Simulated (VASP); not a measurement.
Here is a VASP 6.6.1 calculation.

INCAR

```
SYSTEM = Re
PREC = Accurate
ENCUT = 520
EDIFF = 1E-7
ISMEAR = -1
SIGMA = 0.1
LREAL = .False.
LASPH = .True.
NELM = 100
ALGO = Normal
ISIF = 2
LWAVE = .False.
LCHARG = .False.
GGA = PS
NBANDS = 10
```

Contents of KPOINTS:

```
regular mesh
0
Gamma
  15 15 15
  0 0 0
```

Contents of POSCAR:

```
Re
1.0
    2.3288174765      0.0000000000      0.0000000000
    0.0000000000      2.3288174765      0.0000000000
    0.0000000000      0.0000000000      2.3288174765
Re
1
Direct
    0.0000000000      0.0000000000      0.0000000000
```

Potentials or basis: VASP PAW PBE potentials, release 64 (Re).

Launch:

```bash
$ cat potpaw_PBE.64/Re/POTCAR > POTCAR
$ mpirun -np 1 vasp_std > vasp.out
```

**Question.** What does it give for the pressure?

**Answer.** 137.4 GPa.

Caveat: the PAW data sets were made with another functional, which shifts forces and pressure a little.
